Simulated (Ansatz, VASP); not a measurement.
## Ag3Os: VASP beside Ansatz

The input INCAR:

```
PREC = Accurate
ENCUT = 600
EDIFF = 1E-6
ISMEAR = 0
SIGMA = 0.2
LREAL = False
LASPH = True
NELM = 60
ALGO = Normal
ISIF = 3
LWAVE = False
LCHARG = False
GGA = PE
IBRION = 2
NSW = 36
EDIFFG = -0.08
```

Contents of KPOINTS:

```
Automatic mesh
0
Gamma
  6 6 3
```

POSCAR

```
Ag3Os
1.0
    3.7698132200      0.0000000000      0.0000000000
   -1.8849066100      3.2647540200      0.0000000000
    0.0000000000      0.0000000000      7.4811442200
Ag Os
3 1
Direct
    0.6666666700      0.3333333300      0.3081654200
    0.6666666700      0.3333333300      0.6918345800
    0.3333333300      0.6666666700      0.5000000000
    0.6666666700      0.3333333300      0.0000000000
```

Input for Ansatz:

```yaml
crystal:
  lattice:
    - [3.76981322, 0.0, 0.0]
    - [-1.88490661, 3.26475402, 0.0]
    - [0.0, 0.0, 7.48114422]
  atoms:
    - { symbol: Ag, position: [0.66666667, 0.33333333, 0.30816542] }
    - { symbol: Ag, position: [0.66666667, 0.33333333, 0.69183458] }
    - { symbol: Ag, position: [0.33333333, 0.66666667, 0.5] }
    - { symbol: Os, position: [0.66666667, 0.33333333, 0.0] }
basis:
  ecutwfc: 420
kpoints:
  mp_grid: { grid: [6, 6, 3] }
hamiltonian:
  xc: pbe
scf:
  occupations: { method: gaussian, width: 0.2 }
  lower_state_search: "off"
output:
  forces: true
  stress: true
  eigenvalues: true
relax:
  adjacent_minimum: "off"
  f_tol: 0.08
  max_steps: 16
  cell: { stress_tol: 0.8 }
```

Alike in both runs: task relaxation of cell and atoms; functional PBE; k mesh 6 × 6 × 3; occupations gaussian, width 0.2 eV; no spin polarisation.

```csv
,VASP,Ansatz
version,VASP 6.6.1,Ansatz 0.2.0
potentials or method,"VASP PAW PBE potentials, release 64 (Ag, Os), cutoff 600 eV","scalar-relativistic, plane waves, PAW"
valence electrons in the cell,41,73
```

```csv
,VASP,Ansatz,Ansatz less VASP
"gap on the k mesh at the Fermi level, each at its own relaxed structure (eV)",none,none,-
relaxed volume (Å³/atom),17.39,17.48,+0.094
relaxed cell length with the largest relative difference (Å),10.630,10.677,+0.0468
```

A gap of «none» marks a metal or a gap that the smearing closes. VASP's potentials hold 41 valence electrons a cell and Ansatz's 73, so a difference there can come from the potentials and not from the codes.

Spin-orbit coupling is off throughout. Noted on VASP's run: the volume moved by over 15 % at a fixed basis, so the end points are rough.
